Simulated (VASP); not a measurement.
A run of VASP 6.6.1 is set up as follows.

File INCAR:

```
SYSTEM = HfO2
PREC = Accurate
ENCUT = 520
EDIFF = 1E-7
ISMEAR = -1
SIGMA = 0.05
LREAL = .FALSE.
LASPH = .TRUE.
NELM = 150
ALGO = Normal
ISIF = 2
LWAVE = .FALSE.
LCHARG = .TRUE.
LMAXMIX = 4
LDAU = .TRUE.
LDAUTYPE = 2
LDAUL = 2 -1
LDAUU = 3.5 0
LDAUJ = 0 0
LDAUPRINT = 1
GGA = PS
LELF = .TRUE.
LVHAR = .TRUE.
NBANDS = 18
```

The input KPOINTS:

```
Automatic mesh
0
G
  9 9 9
  0 0 0
```

File POSCAR:

```
HfO2
1.0
    0.0000000000      2.5575000000      2.5575000000
    2.5575000000      0.0000000000      2.5575000000
    2.5575000000      2.5575000000      0.0000000000
Hf O
1 2
Direct
    0.0000000000      0.0000000000      0.0000000000
    0.7500000000      0.7500000000      0.7500000000
    0.2500000000      0.2500000000      0.2500000000
```

Potentials or basis: VASP PAW PBE potentials, release 64 (Hf_pv, O).

Run with:

```sh
$ cat potpaw_PBE.64/Hf_pv/POTCAR potpaw_PBE.64/O/POTCAR > POTCAR
$ mpirun -np 1 vasp_std > vasp.out
```

Task: Predict the band gap on the k mesh.

Result: 4.14 eV, indirect (least direct gap 4.26 eV).

Task: Predict the pressure.

Result: -4.2 GPa.

Eigenvalues of the final occupation matrices:
```csv
site,spin,trace,eigenvalues
site 1 d,1,0.62,0.05 0.05 0.17 0.17 0.17
site 1 d,2,0.62,0.05 0.05 0.17 0.17 0.17
```

Caveat: the PAW data sets were made with another functional, which shifts forces and pressure a little; spin-orbit coupling is left out, which moves the levels of the heavy elements. A k mesh can miss the band edges.
